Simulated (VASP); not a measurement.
# SiO2 (Fmmm) in VASP: further runs, part 2 of 2

VASP 6.6.1. Earlier steps stand in the parts before.

## Step 4: Single point, LDA (biaxial strain in the a-b plane: +2.0 %)

Input file INCAR:

```
ALGO = Normal
EDIFF = 1E-6
ENCUT = 520
ISIF = 2
ISMEAR = 0
LASPH = T
LCHARG = F
LREAL = F
LWAVE = F
NBANDS = 44
NELM = 60
PREC = Accurate
SIGMA = 0.02
```

Input file KPOINTS:

```
k-points
0
Gamma
  6 6 6
```

Input file POSCAR:

```
SiO2
1.0
   -4.5444362835      4.5444362835      2.6595094650
    4.5444362835     -4.5444362835      2.6595094650
    4.4018657334      4.4018657334     -2.6595094650
Si O
4 8
Direct
    0.1770765555      0.1770765555      0.3541531109
    0.8221285128      0.1778714872      0.0000000000
    0.1778714872      0.8221285128      0.0000000000
    0.8229234445      0.8229234445      0.6458468891
    0.5000000000      0.5000000000      0.5000000000
    0.0000000000      0.5000000000      0.0000000000
    0.5000000000      0.0000000000      0.0000000000
    0.0000000000      0.0000000000      0.5000000000
    0.0003611903      0.2093789719      0.2097401622
    0.7906210281     -0.0003611903      0.7902598378
    0.2093789719      0.0003611903      0.2097401622
   -0.0003611903      0.7906210281      0.7902598378
```

Potentials or basis: VASP PAW LDA potentials, release 64 (Si, O).

Command:

```
cat potpaw_LDA.64/Si/POTCAR potpaw_LDA.64/O/POTCAR > POTCAR
mpirun -np 1 vasp_std > vasp.out
```

OUTCAR:

```text
EDIFF = 1E-6
   ENCUT = 520
   ISIF = 2
   ISMEAR = 0
   LASPH = T
   LREAL = F
   NELM = 60
   PREC = Accurate

 ion  position               nearest neighbor table
   1  0.177  0.177  0.354-   5 1.61   8 1.61   9 1.62  11 1.62
   2  0.822  0.178  0.000-   9 1.61  10 1.61   6 1.62   7 1.62
   3  0.178  0.822  0.000-  11 1.61  12 1.61   6 1.62   7 1.62
   4  0.823  0.823  0.646-   5 1.61   8 1.61  10 1.62  12 1.62
   5  0.500  0.500  0.500-   1 1.61   4 1.61
   6  0.000  0.500  0.000-   2 1.62   3 1.62
   7  0.500  0.000  0.000-   2 1.62   3 1.62
   8  0.000  0.000  0.500-   1 1.61   4 1.61
   9  0.000  0.209  0.210-   2 1.61   1 1.62
  10  0.791  1.000  0.790-   2 1.61   4 1.62
  11  0.209  0.000  0.210-   3 1.61   1 1.62
  12  1.000  0.791  0.790-   3 1.61   4 1.62

  LATTYP: Found a face centered orthorhombic cell.
 ALAT       =     5.3190189300
 B/A-ratio  =     2.3407242207
 C/A-ratio  =     2.4165371509

  Lattice vectors:

 A1 = (  -0.1425705501,   8.9463020169,   0.0000000000)
 A2 = (  -4.5444362835,   4.5444362835,   2.6595094650)
 A3 = (   4.4018657334,   4.4018657334,   2.6595094650)

Analysis of symmetry for initial positions (statically):
=====================================================================
 Subroutine PRICEL returns:
 Original cell was already a primitive cell.

 Routine SETGRP: Setting up the symmetry group for a
 face centered orthorhombic supercell.

 Subroutine GETGRP returns: Found  8 space group operations
 (whereof  8 operations were pure point group operations)
 out of a pool of  8 trial point group operations.

The static configuration has the point symmetry D_2h.

Analysis of symmetry for dynamics (positions and initial velocities):
=====================================================================
 Subroutine PRICEL returns:
 Original cell was already a primitive cell.

 Routine SETGRP: Setting up the symmetry group for a
 face centered orthorhombic supercell.

 Subroutine GETGRP returns: Found  8 space group operations
 (whereof  8 operations were pure point group operations)
 out of a pool of  8 trial point group operations.

The dynamic configuration has the point symmetry D_2h.

 Subroutine INISYM returns: Found  8 space group operations
 (whereof  8 operations are pure point group operations),
 and found     1 'primitive' translations

----------------------------------------------------------------------------------------

                                     Primitive cell

  volume of cell :     212.8033

  direct lattice vectors                    reciprocal lattice vectors
    -4.544436283  4.544436283  2.659509465     0.001781776  0.111806423  0.188004595
     4.544436283 -4.544436283  2.659509465     0.111806423  0.001781776  0.188004595
     4.401865733  4.401865733 -2.659509465     0.113588199  0.113588199  0.000000000

  length of vectors
[... 64 lines left out ...]
  0.333333  0.166667 -0.000000      8.000000
[... 16 lines left out ...]
  0.333333  0.333333  0.166667      2.000000
 -0.333333  0.333333  0.166667      4.000000
 [... further k-points ...]
   k-points           NKPTS =     46   k-points in BZ     NKDIM =     46   number of bands    NBANDS=     44
   number of dos      NEDOS =    301   number of ions     NIONS =     12
   total plane-waves  NPLWV = 145800
   dimension x,y,z NGX =    54 NGY =   54 NGZ =   50
   dimension x,y,z NGXF=   108 NGYF=  108 NGZF=  100
   ions per type =               4   8
   NGX,Y,Z   is equivalent  to a cutoff of  12.91, 12.91, 12.28 a.u.
   NGXF,Y,Z  is equivalent  to a cutoff of  25.81, 25.81, 24.56 a.u.
 SYSTEM =  unknown system
   PREC   = accura    normal or accurate (medium, high low for compatibility)
   ISTART =      0    job   : 0-new  1-cont  2-samecut
   ICHARG =      2    charge: 1-file 2-atom 10-const
   ISPIN  =      1    spin polarized calculation?
   LNONCOLLINEAR =      F non collinear calculations
   LSORBIT =      F    spin-orbit coupling
   LASPH  =      T    aspherical Exc in radial PAW
   ENCUT  =  520.0 eV  38.22 Ry    6.18 a.u.  12.93 12.93 12.59*2*pi/ulx,y,z
   NELM   =     60;   NELMIN=  2; NELMDL= -5     # of ELM steps
   EDIFF  = 0.1E-05   stopping-criterion for ELM
   LREAL  =      F    real-space projection
   EDIFFG = 0.1E-04   stopping-criterion for IOM
   NSW    =      0    number of steps for IOM
   IBRION =     -1    ionic relax: 0-MD 1-quasi-New 2-CG
   NFREE  =      0    steps in history (QN), initial steepest desc. (CG)
   ISIF   =      2    stress and relaxation
   ISYM   =      2    0-nonsym 1-usesym 2-fastsym
   POTIM  = 0.5000    time-step for ionic-motion
   TEBEG  =    0.0;   TEEND  =   0.0 temperature during run
   PSTRESS=    0.0 pullay stress
   NELECT =      64.0000    total number of electrons
   NUPDOWN=      -1.0000    fix difference up-down
   EMIN   =  10.00;   EMAX   =-10.00  energy-range for DOS
   EFERMI =   0.00;   METHOD = LEGACY
   ISMEAR =     0;   SIGMA  =   0.02  broadening in eV -4-tet -1-fermi 0-gaus
   EFERMI_NEDOS =   21; number of points for ismear=-14 and -15
   IALGO  =     38    algorithm
   IMIX   =      4    mixing-type and parameters
     AMIX     =   0.40;   BMIX     =  1.00
     AMIX_MAG =   1.60;   BMIX_MAG =  1.00
  volume/ion in A,a.u.               =      17.73       119.67
  Fermi-wavevector in a.u.,A,eV,Ry     =   1.096837  2.072721 16.368504  1.203051
  Thomas-Fermi vector in A             =   2.233186
   LORBIT       =      0    0 simple, 1 ext, 2 COOP (PROOUT), +10 PAW based schemes
   GGA     = CA    functional components
   LHFCALC =     F    Hartree Fock is set to
   AEXX    =    0.0000 exact exchange contribution
   IVDW    =     0    specifies the selected vdW correction
   LEPSILON=     F    determine dielectric tensor
   LRPA    =     F    only Hartree local field effects (RPA)
 non-spin polarized calculation
 Gauss-broadening in eV      SIGMA  =   0.02
  energy-cutoff  :      520.00
  volume of cell :      212.80
 maximum number of plane-waves:      5760
 NGX is ok and might be reduce to    54
   NGX = 25   NGY = 25   NGZ = 25

 number of electron      63.9999987 magnetization

 Free energy of the ion-electron system (eV)
  ---------------------------------------------------
  ext. energy  EPLUGINS =         0.00000000
  ---------------------------------------------------
  free energy    TOTEN  =      -103.52637306 eV

  energy without entropy =     -103.52637306  energy(sigma->0) =     -103.52637306

 E-fermi :  -1.3162     XC(G=0):  -7.7392

 val. band max:       -1.4085107153   @ k =   0.0000   0.0000   0.0000
 cond. band min:       3.8321929110   @ k =   0.0000   0.0000   0.0000
 fundamental gap:      5.2407036264
 Fermi energy:        -1.3161531999

 k-point     1 :       0.0000    0.0000    0.0000
  band No.  band energies     occupation
      1     -20.5584      2.00000
      2     -19.6328      2.00000
      3     -19.2084      2.00000
      4     -19.1267      2.00000
      5     -18.5296      2.00000
      6     -18.5065      2.00000
[... 1117 lines left out ...]
     43       8.6982      0.00000
     44       9.5200      0.00000

 [... further k-points ...]

------------------------ aborting loop because EDIFF is reached ----------------------------------------

  FORCE on cell =-STRESS in cart. coord.  units (eV):
  Direction    XX          YY          ZZ          XY          YZ          ZX
  --------------------------------------------------------------------------------------
  -------------------------------------------------------------------------------------
  Total       -3.7996369     -3.7996369     -7.0471866      1.8225406      0.0000000      0.0000000
  in kB      -28.6071334    -28.6071334    -53.0576503     13.7217484      0.0000000      0.0000000
  external PRESSURE =     -36.7573057 kB  Pullay stress =       0.0000000 kB

 VOLUME and BASIS-vectors are now :
 -----------------------------------------------------------------------------
  energy-cutoff  :      520.00
  volume of cell :      212.80
      direct lattice vectors                 reciprocal lattice vectors
    -4.544436283  4.544436283  2.659509465     0.001781776  0.111806423  0.188004595
     4.544436283 -4.544436283  2.659509465     0.111806423  0.001781776  0.188004595
     4.401865733  4.401865733 -2.659509465     0.113588199  0.113588199  0.000000000

 POSITION                                       TOTAL-FORCE (eV/Angst)
 -----------------------------------------------------------------------------------
      1.55893      1.55893      0.00000         0.017918      0.017918      0.000000
     -2.92779      2.92779      2.65951         0.226713     -0.226713     -0.000000
      2.92779     -2.92779      2.65951        -0.226713      0.226713      0.000000
      2.84293      2.84293      2.65951        -0.017918     -0.017918     -0.000000
      2.20093      2.20093      1.32975         0.000000      0.000000     -0.000000
      2.27222     -2.27222      1.32975         0.000000      0.000000     -0.000000
     -2.27222      2.27222      1.32975         0.000000      0.000000     -0.000000
      2.20093      2.20093     -1.32975         0.000000      0.000000     -0.000000
      1.87312     -0.02662      0.00000        -0.078524      0.177897     -0.000000
      4.42849      2.52875      2.65951        -0.177897      0.078524      0.000000
     -0.02662      1.87312      0.00000         0.177897     -0.078524     -0.000000
      2.52875      4.42849      2.65951         0.078524     -0.177897      0.000000
 -----------------------------------------------------------------------------------
    total drift:                                0.000000      0.000000     -0.000000

  FREE ENERGIE OF THE ION-ELECTRON SYSTEM (eV)
  ---------------------------------------------------
  free  energy   TOTEN  =      -103.5263730567 eV

  energy  without entropy=     -103.5263730567  energy(sigma->0) =     -103.52637306
```

Wall time 8.3 min (1 thread of Oxide Virtual Turin-like, shared host); peak memory 0.44 GiB.

What came out:

```
Free energy            : -103.5264 eV
Pressure               : -3.7 GPa
Largest force          : 0.321 eV/Å
Band gap on the k mesh : 5.24 eV
```

Forces on the atoms (eV/Å):
```
Si   0.018  0.018  0.000
Si   0.227 -0.227  0.000
Si  -0.227  0.227  0.000
Si  -0.018 -0.018  0.000
O    0.000  0.000  0.000
O    0.000  0.000  0.000
O    0.000  0.000  0.000
O    0.000  0.000  0.000
O   -0.079  0.178  0.000
O   -0.178  0.079  0.000
O    0.178 -0.079  0.000
O    0.079 -0.178  0.000
```

Stress tensor (GPa, compression positive):
```
-2.86  1.37  0.00
 1.37 -2.86  0.00
 0.00  0.00 -5.31
```

Caveat: the cell differs from its parent crystal (biaxial strain in the a-b plane: +2.0 %); the cell stands under tension.

## Step 5: The runs side by side

```csv
cell,gap on the mesh (eV),pressure (GPa),largest force (eV/Å)
"a = 6.751, b = 6.751, c = 6.880 Å, angles 98.2, 98.2, 135.0°, 12 atoms, atomic positions A",5.33,1.7,0.03
"a = 6.887, b = 6.887, c = 6.758 Å, angles 98.6, 98.6, 135.0°, 12 atoms, atomic positions B",5.31,-0.8,0.03
"a = 6.955, b = 6.955, c = 6.769 Å, angles 98.6, 98.6, 135.0°, 12 atoms, atomic positions B",5.24,-3.7,0.32
```

Alike in all rows: task single point; level LDA; potentials or basis VASP PAW LDA potentials, release 64 (Si, O); no spin polarisation; k mesh 6 × 6 × 6; cutoff (eV) 520; smearing gaussian 0.02 eV.

Caveats: the cell stands under tension (at least some runs).

Absolute energies hang on the potentials; compare differences alone.
